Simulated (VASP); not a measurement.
# Bi in VASP: further runs, part 2 of 2

VASP 6.6.1. Earlier steps stand in the parts before.

### 4 Single point, PBEsol

This run uses another cell than the first one.

File INCAR:

```
PREC = Accurate ; ENCUT = 520
EDIFF = 1E-7 ; ISMEAR = -1
SIGMA = 0.1 ; LREAL = False
LASPH = True ; NELM = 60
ALGO = Normal ; ISIF = 2
LWAVE = False ; LCHARG = False
LDIPOL = True ; IDIPOL = 3
DIPOL = 0.5 0.5 0.500 ; GGA = PS
NBANDS = 14
```

File KPOINTS:

```
regular mesh
0
Gamma
  11 11 1
```

File POSCAR:

```
Bi
1.0
    3.4925611920      0.0000000000      0.0000000000
   -1.7462805960      3.0246467165      0.0000000000
    0.0000000000      0.0000000000     16.0000000000
Bi
1
Direct
    0.0000000000      0.0000000000      0.5000000000
```

Potentials or basis: VASP PAW PBE potentials, release 64 (Bi_d).

On the command line:

```console
cat potpaw_PBE.64/Bi_d/POTCAR > POTCAR
mpirun -np 1 vasp_std > vasp.out
```

OUTCAR:

```text
PREC = Accurate
   ENCUT = 520
   EDIFF = 1E-7
   ISMEAR = -1
   LREAL = False
   LASPH = True
   NELM = 60
   ISIF = 2
   GGA = PS

 ion  position               nearest neighbor table
   1  0.000  0.000  0.500-

  LATTYP: Found a hexagonal cell.
 ALAT       =     3.4925611920
 C/A-ratio  =     4.5811652597

  Lattice vectors:

 A1 = (   3.4925611920,   0.0000000000,   0.0000000000)
 A2 = (  -1.7462805960,   3.0246467165,   0.0000000000)
 A3 = (   0.0000000000,   0.0000000000,  16.0000000000)

Analysis of symmetry for initial positions (statically):
=====================================================================
 Subroutine PRICEL returns:
 Original cell was already a primitive cell.

 Routine SETGRP: Setting up the symmetry group for a
 hexagonal supercell.

 Subroutine GETGRP returns: Found 24 space group operations
 (whereof 24 operations were pure point group operations)
 out of a pool of 24 trial point group operations.

The static configuration has the point symmetry D_6h.

Analysis of symmetry for dynamics (positions and initial velocities):
=====================================================================
 Subroutine PRICEL returns:
 Original cell was already a primitive cell.

 Routine SETGRP: Setting up the symmetry group for a
 hexagonal supercell.

 Subroutine GETGRP returns: Found 24 space group operations
 (whereof 24 operations were pure point group operations)
 out of a pool of 24 trial point group operations.

The dynamic configuration has the point symmetry D_6h.

 Subroutine INISYM returns: Found 24 space group operations
 (whereof 24 operations are pure point group operations),
 and found     1 'primitive' translations

----------------------------------------------------------------------------------------

                                     Primitive cell

  volume of cell :     169.0202

  direct lattice vectors                    reciprocal lattice vectors
     3.492561192  0.000000000  0.000000000     0.286322829  0.165308562  0.000000000
    -1.746280596  3.024646716  0.000000000     0.000000000  0.330617124  0.000000000
     0.000000000  0.000000000 16.000000000     0.000000000  0.000000000  0.062500000

  length of vectors
     3.492561192  3.492561192 16.000000000     0.330617124  0.330617124  0.062500000

  position of ions in fractional coordinates (direct lattice)
     0.000000000  0.000000000  0.500000000

  ion indices of the primitive-cell ions
   primitive index   ion index
                 1           1

----------------------------------------------------------------------------------------

 KPOINTS: regular mesh

Automatic generation of k-mesh.
 Grid dimensions read from file:
 generate k-points for:   11   11    1

 Generating k-lattice:

  Cartesian coordinates                     Fractional coordinates (reciprocal lattice)
     0.026029348  0.015028051  0.000000000     0.090909091  0.000000000  0.000000000
     0.000000000  0.030056102  0.000000000     0.000000000  0.090909091  0.000000000
     0.000000000  0.000000000  0.062500000     0.000000000  0.000000000  1.000000000

  Length of vectors
     0.030056102  0.030056102  0.062500000

  Shift w.r.t. Gamma in fractional coordinates (k-lattice)
     0.000000000  0.000000000  0.000000000
[... 27 lines left out ...]
   dimension x,y,z NGX =    28 NGY =   28 NGZ =  120
   dimension x,y,z NGXF=    56 NGYF=   56 NGZF=  240
   ions per type =               1
   NGX,Y,Z   is equivalent  to a cutoff of  13.33, 13.33, 12.47 a.u.
   NGXF,Y,Z  is equivalent  to a cutoff of  26.66, 26.66, 24.94 a.u.
 SYSTEM =  unknown system
   PREC   = accura    normal or accurate (medium, high low for compatibility)
   ISTART =      0    job   : 0-new  1-cont  2-samecut
   ICHARG =      2    charge: 1-file 2-atom 10-const
   ISPIN  =      1    spin polarized calculation?
   LNONCOLLINEAR =      F non collinear calculations
   LSORBIT =      F    spin-orbit coupling
   LASPH  =      T    aspherical Exc in radial PAW
   ENCUT  =  520.0 eV  38.22 Ry    6.18 a.u.   6.49  6.49 29.75*2*pi/ulx,y,z
   NELM   =     60;   NELMIN=  2; NELMDL= -5     # of ELM steps
   EDIFF  = 0.1E-06   stopping-criterion for ELM
   LREAL  =      F    real-space projection
   EDIFFG = 0.1E-05   stopping-criterion for IOM
   NSW    =      0    number of steps for IOM
   IBRION =     -1    ionic relax: 0-MD 1-quasi-New 2-CG
   NFREE  =      0    steps in history (QN), initial steepest desc. (CG)
   ISIF   =      2    stress and relaxation
   ISYM   =      2    0-nonsym 1-usesym 2-fastsym
   POTIM  = 0.5000    time-step for ionic-motion
   TEBEG  =    0.0;   TEEND  =   0.0 temperature during run
   PSTRESS=    0.0 pullay stress
   NELECT =      15.0000    total number of electrons
   NUPDOWN=      -1.0000    fix difference up-down
   EMIN   =  10.00;   EMAX   =-10.00  energy-range for DOS
   EFERMI =   0.00;   METHOD = LEGACY
   ISMEAR =    -1;   SIGMA  =   0.10  broadening in eV -4-tet -1-fermi 0-gaus
   EFERMI_NEDOS =   21; number of points for ismear=-14 and -15
   IALGO  =     38    algorithm
   IMIX   =      4    mixing-type and parameters
     AMIX     =   0.40;   BMIX     =  1.00
     AMIX_MAG =   1.60;   BMIX_MAG =  1.00
  volume/ion in A,a.u.               =     169.02      1140.60
  Fermi-wavevector in a.u.,A,eV,Ry     =   0.730229  1.379933  7.255093  0.533234
  Thomas-Fermi vector in A             =   1.822147
   LORBIT       =      0    0 simple, 1 ext, 2 COOP (PROOUT), +10 PAW based schemes
   GGA     = PS    functional components
   LHFCALC =     F    Hartree Fock is set to
   AEXX    =    0.0000 exact exchange contribution
   IVDW    =     0    specifies the selected vdW correction
   LEPSILON=     F    determine dielectric tensor
   LRPA    =     F    only Hartree local field effects (RPA)
 non-spin polarized calculation
  energy-cutoff  :      520.00
  volume of cell :      169.02
 maximum number of plane-waves:      4619
 NGX is ok and might be reduce to    28
   NGX = 13   NGY = 13   NGZ = 59

 number of electron      15.0000005 magnetization

 dipolmoment           0.000000      0.000000     -0.000000 electrons x Angstroem

 Free energy of the ion-electron system (eV)
  ---------------------------------------------------
  ext. energy  EPLUGINS =         0.00000000
  ---------------------------------------------------
  free energy    TOTEN  =        -3.46736458 eV

  energy without entropy =       -3.41607744  energy(sigma->0) =       -3.44172101

 E-fermi :  -2.3225     XC(G=0):  -2.8585

 val. band max:       -2.4027556254   @ k =   0.3636   0.1818   0.0000
 cond. band min:      -2.3132045415   @ k =   0.2727   0.1818   0.0000
 fundamental gap:      0.0895510839
 Fermi energy:        -2.3225208139

 k-point     1 :       0.0000    0.0000    0.0000
  band No.  band energies     occupation
      1     -25.1708      2.00000
      2     -25.1708      2.00000
      3     -25.1686      2.00000
      4     -25.0718      2.00000
      5     -25.0718      2.00000
      6     -14.3549      2.00000
      7      -4.5007      2.00000
      8       0.9909      0.00000
      9       2.2185      0.00000
     10       2.5820      0.00000
     11       2.6196      0.00000
     12       2.6196      0.00000
     13       4.6312      0.00000
     14       4.8785      0.00000
[... 241 lines left out ...]
      1     -25.1265      2.00000
      2     -25.1217      2.00000
      3     -25.1095      2.00000
      4     -25.0809      2.00000
      5     -25.0707      2.00000
      6     -11.7930      2.00000
      7      -5.0303      2.00000
      8      -3.8535      2.00000
      9      -1.4542      0.00034
     10       3.3337      0.00000
     11       4.3215      0.00000
     12       5.8227      0.00000
     13       6.0803      0.00000
     14       7.2169      0.00000

------------------------ aborting loop because EDIFF is reached ----------------------------------------

 vacuum level on the upper side and lower side of the slab       (xc-potential included)        -0.060        -0.060

  FORCE on cell =-STRESS in cart. coord.  units (eV):
  Direction    XX          YY          ZZ          XY          YZ          ZX
  --------------------------------------------------------------------------------------
  -------------------------------------------------------------------------------------
  Total       -2.2848981     -2.2848981     -0.0173840      0.0000000      0.0000000     -0.0000000
  in kB      -21.6590179    -21.6590179     -0.1647867      0.0000000      0.0000000     -0.0000000
  external PRESSURE =     -14.4942742 kB  Pullay stress =       0.0000000 kB

 VOLUME and BASIS-vectors are now :
 -----------------------------------------------------------------------------
  energy-cutoff  :      520.00
  volume of cell :      169.02
      direct lattice vectors                 reciprocal lattice vectors
     3.492561192  0.000000000  0.000000000     0.286322829  0.165308562  0.000000000
    -1.746280596  3.024646716  0.000000000     0.000000000  0.330617124  0.000000000
     0.000000000  0.000000000 16.000000000     0.000000000  0.000000000  0.062500000

 POSITION                                       TOTAL-FORCE (eV/Angst)
 -----------------------------------------------------------------------------------
      0.00000      0.00000      8.00000         0.000000      0.000000      0.000000
 -----------------------------------------------------------------------------------
    total drift:                               -0.000000     -0.000000      0.000000

  FREE ENERGIE OF THE ION-ELECTRON SYSTEM (eV)
  ---------------------------------------------------
  free  energy   TOTEN  =        -3.4673645809 eV

  energy  without entropy=       -3.4160774376  energy(sigma->0) =       -3.44172101

 vacuum level on the upper side and lower side of the slab         2.237         2.237
```

It took 21 s on 1 thread of Intel Xeon 6975P-C (Granite Rapids), shared host; peak memory 0.28 GiB.

What came out:

* Free energy: -3.4674 eV
* Band gap on the k mesh: zero (an odd number of electrons rules out a gap without spin polarisation)

Levels at points of the mesh, in eV from the Fermi level:
```
           k point  band 3  band 4  band 5  band 6  band 7  band 8  band 9  band 10  band 11  band 12
(0.00, 0.00, 0.00)  -22.85  -22.75  -22.75  -12.03   -2.18    3.31    4.54     4.90     4.94     4.94
```

Caveat: the PAW data sets were made with another functional, which shifts forces and pressure a little; spin-orbit coupling is left out, which moves the levels of the heavy elements.
